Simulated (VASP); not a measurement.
Wanted: the native input for a VASP 6.6.1 run.

- Task: single point
- Functional: PBE
- Potentials or basis: VASP PAW PBE potentials, release 64 (Sb, Au)
- Cutoff: 520 eV
- k mesh: 4 × 4 × 4
- Occupations: gaussian, width 0.1 eV
- Spin: no spin polarisation
- Dipole correction: no
- Further INCAR settings: ALGO = Normal; EDIFF = 1e-07; NBANDS = 30

The structure of Sb6Au lies in POSCAR:

```
Sb6Au
1.0
    0.0000000000      5.0414217390      5.0414217390
    5.0414217390      0.0000000000      5.0414217390
    5.0414217390      5.0414217390      0.0000000000
Sb Au
6 1
Direct
    0.7210188716      0.2789811284      0.2789811284
    0.2789811284      0.7210188716      0.7210188716
    0.2789811284      0.7210188716      0.2789811284
    0.7210188716      0.2789811284      0.7210188716
    0.2789811284      0.2789811284      0.7210188716
    0.7210188716      0.7210188716      0.2789811284
    0.0000000000      0.0000000000      0.0000000000
```

This cell differs from its parent crystal: atoms taken out.

These files were run (other wordings do the same):

INCAR

```
ALGO = Normal
EDIFF = 1E-7
ENCUT = 520
GGA = PE
ISIF = 2
ISMEAR = 0
LASPH = True
LCHARG = False
LREAL = False
LWAVE = False
NBANDS = 30
NELM = 100
PREC = Accurate
SIGMA = 0.1
```

KPOINTS

```
k-points
0
Gamma
  4 4 4
```

Potentials or basis: VASP PAW PBE potentials, release 64 (Sb, Au).

Launch:

```sh
$ cat potpaw_PBE.64/Sb/POTCAR potpaw_PBE.64/Au/POTCAR > POTCAR
$ mpirun -np 1 vasp_std > vasp.out
```

Results of the run:

```
Pressure               : 0.0 GPa
Largest force          : 0.030 eV/Å
Band gap on the k mesh : zero (an odd number of electrons rules out a gap without spin polarisation)
```

Caveat: the cell differs from its parent crystal (atoms taken out); spin-orbit coupling is left out, which moves the levels of the heavy elements.

Run time: 55 s on 1 thread of AMD EPYC 9R45 96-Core Processor (Zen 5), with other jobs on the host, peak memory 0.37 GiB.
